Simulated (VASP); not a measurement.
Wanted: the native input for a VASP 6.6.1 run.

| Quantity | Value |
| --- | --- |
| Task | single point |
| Functional | PBE |
| Potentials or basis | VASP PAW PBE potentials, release 64 (Mg, Cd, Te) |
| Cutoff | 520 eV |
| k mesh | 6 × 6 × 8 |
| Occupations | gaussian, width 0.1 eV |
| Spin | no spin polarisation |
| Dipole correction | no |
| Further INCAR settings | ALGO = Fast; EDIFF = 1e-06; NBANDS = 32 |

The structure of Mg2Cd3Te lies in POSCAR:

```
Mg2Cd3Te
1.0
    6.0208231726      0.0000000000      0.0000000000
   -3.0104115863      5.2141858191      0.0000000000
    0.0000000000      0.0000000000      5.0103138124
Mg Cd Te
2 3 1
Direct
    0.6666666667      0.3333333333      0.9904485575
    0.3333333333      0.6666666667      0.9904485575
    0.5000000000      0.5000000000      0.4827932242
    0.5000000000      0.0000000000      0.4827932242
    0.0000000000      0.5000000000      0.4827932242
    0.0000000000      0.0000000000      0.7643601625
```

The cell was built from a structure type or drawn by symmetry, and may not be a known phase.

One way to write it, as run:

INCAR

```
SYSTEM = Mg2Cd3Te
PREC = Accurate
ENCUT = 520
EDIFF = 1E-6
ISMEAR = 0
SIGMA = 0.1
LREAL = .FALSE.
LASPH = .TRUE.
NELM = 80
ALGO = Fast
ISIF = 2
LWAVE = .FALSE.
LCHARG = .TRUE.
GGA = PE
LELF = .TRUE.
LVHAR = .TRUE.
NBANDS = 32
```

KPOINTS

```
regular mesh
0
G
  6 6 8
  0 0 0
```

Potentials or basis: VASP PAW PBE potentials, release 64 (Mg, Cd, Te).

Launch:

```console
$ cat potpaw_PBE.64/Mg/POTCAR potpaw_PBE.64/Cd/POTCAR potpaw_PBE.64/Te/POTCAR > POTCAR
$ mpirun -np 1 vasp_std > vasp.out
```

It gave:

```
Pressure               : 0.1 GPa
Largest force          : 0.007 eV/Å
Band gap on the k mesh : zero (bands 23 and 24 overlap by 1.57 eV)
```

Caveat: spin-orbit coupling is left out, which moves the levels of the heavy elements.

It took 2 min on 1 thread of Intel(R) Xeon(R) 6975P-C (Granite Rapids), on a shared host, peak memory 0.4 GiB.
